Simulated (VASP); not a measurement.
## Ge5H3 (Germanium): single point with PBE+D3(BJ)

The system is Ge5H3 (Germanium), a slab with vacuum.

```
H Ge
1.0
     4.03008    0.00000    0.00000
     0.00000    4.03008    0.00000
     0.00000    0.00000   25.61168
H Ge
3 5
Direct
  0.50000 0.82011 0.33188
  0.50000 0.17989 0.33188
  0.00000 0.50000 0.61017
  0.50000 0.50000 0.36750
  0.00000 0.50000 0.42313
  0.00000 0.00000 0.47848
  0.50000 0.00000 0.53359
  0.50000 0.50000 0.59020
```

* Program: VASP 6.6.1
* Task: single point
* Functional: PBE
* Dispersion: D3(BJ)
* Potentials or basis: VASP PAW PBE potentials, release 64 (H, Ge_d)
* Cutoff: 520 eV
* k mesh: 7 × 7 × 1
* Occupations: gaussian, width 0.1 eV
* Spin: no spin polarisation

| Property | Result |
| --- | --- |
| Largest force | 0.577 eV/Å |
| Dispersion energy per atom | -0.157 eV |

Forces in eV/Å, atoms in the order of the input:
```
H    0.000 -0.542  0.198
H    0.000  0.542  0.198
H    0.000  0.000  0.002
Ge   0.000  0.000 -0.220
Ge   0.000  0.000 -0.174
Ge   0.000  0.000  0.000
Ge   0.000  0.000 -0.001
Ge   0.000  0.000 -0.003
```

Levels at points of the mesh, in eV from the Fermi level:
| k point | band 34 | band 35 | band 36 | band 37 | band 38 | band 39 |
| --- | --- | --- | --- | --- | --- | --- |
| (0.00, 0.00, 0.00) | -1.12 | -0.64 | -0.13 | 1.18 | 1.50 | 1.80 |

Wall time 10 min on 1 thread of Intel Xeon 6975P-C, with other jobs on the host, peak memory 0.58 GiB.
